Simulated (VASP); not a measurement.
# BeTe in VASP: settings compared, part 3 of 3

VASP 6.6.1. The steps go on from the part before.

## Step 5: Single point, HSE06 (uniaxial x strain +1.9%)

POSCAR reads:

```
BeTe
1.0
    4.1062296832      0.0000000000      0.0000000000
   -2.0531148416      3.4908208692      0.0000000000
    0.0000000000      0.0000000000      8.1440451829
Be Te
2 2
Direct
    0.3344102900      0.6688205801      0.2500000000
    0.6655897100      0.3311794199      0.7500000000
    0.6696276215      0.3392552429      0.2500000000
    0.3303723785      0.6607447571      0.7500000000
```

INCAR.step1 reads:

```
PREC = Accurate
ENCUT = 520
EDIFF = 1E-5
ISMEAR = 0
SIGMA = 0.01
LREAL = F
LASPH = T
NELM = 100
ALGO = Normal
ISIF = 2
LWAVE = T
LCHARG = F
NBANDS = 16
GGA = PE
```

INCAR.step2 reads:

```
PREC = Accurate
ENCUT = 520
EDIFF = 1E-7
ISMEAR = 0
SIGMA = 0.01
LREAL = F
LASPH = T
NELM = 100
ALGO = Normal
ISIF = 2
LWAVE = F
LCHARG = F
GGA = PE
LHFCALC = T
HFSCREEN = 0.2079
PRECFOCK = Normal
NBANDS = 16
ISTART = 1
```

KPOINTS reads:

```
Automatic mesh
0
Gamma
  6 6 2
```

Potentials or basis: VASP PAW PBE potentials, release 64 (Be, Te).

The run is started by

```bash
> cat potpaw_PBE.64/Be/POTCAR potpaw_PBE.64/Te/POTCAR > POTCAR
> cp INCAR.step1 INCAR
> mpirun -np 1 vasp_std > vasp.out
> cp INCAR.step2 INCAR
> mpirun -np 1 vasp_std > vasp.out
```

OUTCAR:

```text
PREC = Accurate
   ENCUT = 520
   EDIFF = 1E-7
   ISMEAR = 0
   LREAL = F
   LASPH = T
   NELM = 100
   ISIF = 2
   GGA = PE
   LHFCALC = T
   HFSCREEN = 0.2079
   PRECFOCK = Normal
   ISTART = 1

 ion  position               nearest neighbor table
   1  0.334  0.669  0.250-   3 2.34   3 2.35   3 2.35
[... 671 lines left out ...]

  FORCE on cell =-STRESS in cart. coord.  units (eV):
  Direction    XX          YY          ZZ          XY          YZ          ZX
  --------------------------------------------------------------------------------------
  -------------------------------------------------------------------------------------
  Total       -2.1924996     -1.1262364     -0.0090330      0.0000000      0.0000000      0.0000000
  in kB      -30.0911736    -15.4571404     -0.1239740      0.0000000      0.0000000      0.0000000
  external PRESSURE =     -15.2240960 kB  Pullay stress =       0.0000000 kB

 VOLUME and BASIS-vectors are now :
 -----------------------------------------------------------------------------
  energy-cutoff  :      520.00
  volume of cell :      116.74
      direct lattice vectors                 reciprocal lattice vectors
     4.106229683  0.000000000  0.000000000     0.243532407  0.143232786  0.000000000
    -2.053114842  3.490820869  0.000000000     0.000000000  0.286465573  0.000000000
     0.000000000  0.000000000  8.144045183     0.000000000  0.000000000  0.122789103

 POSITION                                       TOTAL-FORCE (eV/Angst)
 -----------------------------------------------------------------------------------
     -0.00000      2.33473      2.03601         0.000000      0.004431      0.000000
      2.05311      1.15609      6.10803        -0.000000     -0.004431      0.000000
      2.05311      1.18428      2.03601        -0.000000     -0.004830     -0.000000
     -0.00000      2.30654      6.10803         0.000000      0.004830      0.000000
 -----------------------------------------------------------------------------------
    total drift:                                0.000000      0.000000     -0.000000

  FREE ENERGIE OF THE ION-ELECTRON SYSTEM (eV)
  ---------------------------------------------------
  free  energy   TOTEN  =       -16.4707417750 eV

  energy  without entropy=      -16.4707417750  energy(sigma->0) =      -16.47074178
```

OUTCAR.step1:

```text
PREC = Accurate
   ENCUT = 520
   EDIFF = 1E-5
   ISMEAR = 0
   LREAL = F
[... 690 lines left out ...]
     -0.00000      2.33473      2.03601         0.000000     -0.001761      0.000000
      2.05311      1.15609      6.10803        -0.000000      0.001761     -0.000000
      2.05311      1.18428      2.03601         0.000000      0.001539      0.000000
     -0.00000      2.30654      6.10803        -0.000000     -0.001539      0.000000
 -----------------------------------------------------------------------------------
    total drift:                                0.000000     -0.000000      0.000000

  FREE ENERGIE OF THE ION-ELECTRON SYSTEM (eV)
  ---------------------------------------------------
  free  energy   TOTEN  =       -14.2719011689 eV

  energy  without entropy=      -14.2719011689  energy(sigma->0) =      -14.27190117
```

OSZICAR.step1:

```text
N       E                     dE             d eps       ncg     rms          rms(c)
DAV:   1     0.559014619966E+02    0.55901E+02   -0.55142E+03   832   0.781E+02
DAV:   2    -0.100688480659E+02   -0.65970E+02   -0.60395E+02  1152   0.125E+02
DAV:   3    -0.143598224358E+02   -0.42910E+01   -0.42669E+01  1144   0.359E+01
DAV:   4    -0.144476488442E+02   -0.87826E-01   -0.87812E-01  1208   0.560E+00
DAV:   5    -0.144482070849E+02   -0.55824E-03   -0.55823E-03  1160   0.429E-01    0.506E+00
DAV:   6    -0.143118066675E+02    0.13640E+00   -0.88420E-02  1024   0.138E+00    0.320E+00
DAV:   7    -0.142704364240E+02    0.41370E-01   -0.20271E-01  1008   0.207E+00    0.334E-01
DAV:   8    -0.142716407534E+02   -0.12043E-02   -0.98680E-03   928   0.555E-01    0.803E-02
DAV:   9    -0.142717500503E+02   -0.10930E-03   -0.22540E-04  1136   0.934E-02    0.507E-02
DAV:  10    -0.142718813637E+02   -0.13131E-03   -0.11011E-04   936   0.546E-02    0.945E-03
DAV:  11    -0.142718977178E+02   -0.16354E-04   -0.13319E-05   944   0.199E-02    0.393E-03
DAV:  12    -0.142719011689E+02   -0.34511E-05   -0.43752E-06   696   0.110E-02
   1 F= -.14271901E+02 E0= -.14271901E+02  d E =-.714235E-12
```

It took 64 min on 1 thread of Intel Xeon Platinum 8259CL at 2.50GHz (Skylake/Cascade Lake), shared host; peak memory 0.4 GiB.

Results:

- Free energy: -16.4707 eV
- Pressure: -1.5 GPa
- Largest force: 0.005 eV/Å
- Band gap on the k mesh: 3.55 eV, indirect (least direct gap 3.64 eV)

Forces on the atoms (eV/Å):
```
Be   0.000  0.004  0.000
Be   0.000 -0.004  0.000
Te   0.000 -0.005  0.000
Te   0.000  0.005  0.000
```

Stress tensor (GPa, compression positive):
```
-3.01  0.00  0.00
 0.00 -1.55  0.00
 0.00  0.00 -0.01
```

Caveat: the cell differs from its parent crystal (uniaxial x strain +1.9%); the PAW data sets were made with another functional, which shifts forces and pressure a little; spin-orbit coupling is left out, which moves the levels of the heavy elements. A k mesh can miss the band edges.

## Step 6: The runs side by side

```csv
level,cell,k mesh,smearing,grid for exact exchange (PRECFOCK),screening parameter,gap on the mesh (eV),pressure (GPa)
PBE,"a = 4.106, b = 4.050, c = 8.144 Å, angles 90.0, 90.0, 120.5°, 4 atoms",12 × 12 × 4,fermi-dirac 0.02 eV,-,-,2.56,-0.7
r2SCAN,"a = 4.031, b = 4.031, c = 8.383 Å, angles 90.0, 90.0, 120.0°, 4 atoms",12 × 12 × 4,gaussian 0.01 eV,-,-,3.08,-0.1
HSE06,"a = 4.031, b = 4.031, c = 8.383 Å, angles 90.0, 90.0, 120.0°, 4 atoms",6 × 6 × 2,gaussian 0.01 eV,Normal,0.2079 1/Å,3.60,-0.5
HSE06,"a = 4.106, b = 4.050, c = 8.144 Å, angles 90.0, 90.0, 120.5°, 4 atoms",6 × 6 × 2,gaussian 0.01 eV,Normal,0.2079 1/Å,3.55,-1.5
```

Alike in all rows: task single point; potentials or basis VASP PAW PBE potentials, release 64 (Be, Te); no spin polarisation; cutoff (eV) 520.

Caveats: spin-orbit coupling is left out, which moves the levels of the heavy elements; the PAW data sets were made with another functional, which shifts forces and pressure a little (some runs).

Total energies depend on the potentials used, so only differences within one code and one set of settings carry meaning.
